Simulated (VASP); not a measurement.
Wanted: the native input for a VASP 6.6.1 run.

```yaml
Task: relaxation of cell and atoms
Functional: PBE
Potentials_or_basis: VASP PAW PBE potentials, release 64 (Zn)
Cutoff: 600 eV
k_mesh: 18 × 18 × 10
Occupations: fermi-dirac, width 0.1 eV
Spin: no spin polarisation
Dipole_correction: no
Further_INCAR_settings: ALGO = Normal; EDIFF = 1e-06; IBRION = 2; EDIFFG = -0.005; NSW = 60; ISIF = 3
```

The structure of Zn lies in POSCAR:

```
Zn
1.0
    2.7850770257      0.0000000000      0.0000000000
   -1.3925385129      2.4119474558      0.0000000000
    0.0000000000      0.0000000000      4.5118247817
Zn
2
Direct
    0.3333333333      0.6666666667      0.2500000000
    0.6666666667      0.3333333333      0.7500000000
```

The input as run:

INCAR

```
SYSTEM = Zn
  ALGO = Normal
  EDIFF = 1E-6
  EDIFFG = -0.005
  ENCUT = 600
  GGA = PE
  IBRION = 2
  ISIF = 3
  ISMEAR = -1
  LASPH = .TRUE.
  LCHARG = .FALSE.
  LREAL = .FALSE.
  LWAVE = .FALSE.
  NELM = 60
  NSW = 60
  PREC = Accurate
  SIGMA = 0.1
```

KPOINTS

```
k-points
0
G
  18 18 10
  0 0 0
```

Potentials or basis: VASP PAW PBE potentials, release 64 (Zn).

Launch:

```bash
$ cat potpaw_PBE.64/Zn/POTCAR > POTCAR
$ mpirun -np 1 vasp_std > vasp.out
```

Results of the run:

The relaxed volume is 15.36 Å³/atom and the relaxed cell is a = 2.639 Å, b = 2.639 Å, c = 5.095 Å, α = 90.00°, β = 90.00°, γ = 120.00°. The space group after relaxing (to 0.1 Å) is P6_3/mmc (No. 194), the energy gained by relaxing is 16.3 meV/atom and the ionic steps are 28. The pressure after relaxing is 0.0 GPa and the band gap on the k mesh is zero (bands 12 and 13 overlap by 5.24 eV).

Wall time 19 min on 1 thread of Intel Xeon 8259CL, with other jobs on the host, peak memory 0.26 GiB.
